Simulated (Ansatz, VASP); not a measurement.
# Two plane-wave programs on W

```
W
1.0
    -1.56769    1.56769    1.56769
     1.56769   -1.56769    1.56769
     1.56769    1.56769   -1.56769
W
1
Direct
  0.00000 0.00000 0.00000
```

Alike in both runs: task single point; functional LDA; k mesh 14 × 14 × 14; occupations gaussian, width 0.1 eV; no spin polarisation.

|  | VASP | Ansatz |
| --- | --- | --- |
| version | VASP 6.6.1 | Ansatz 0.2.0 |
| potentials or method | VASP PAW LDA potentials, release 64 (W_sv), cutoff 520 eV | plane waves (420 eV) with PAW, scalar-relativistic |
| valence electrons in the cell | 14 | 14 |

VASP gave:

| Quantity | Value |
| --- | --- |
| pressure (GPa) | 1.9 |

Task: Estimate Ansatz's values.

Result: Pressure (GPa): 0.0.

Ansatz warns that its potentials were made for another functional, while VASP's fit it. LDA's correlation is that of Perdew and Zunger in VASP and of Perdew and Wang (1992) in Ansatz.

Spin-orbit coupling is off throughout.
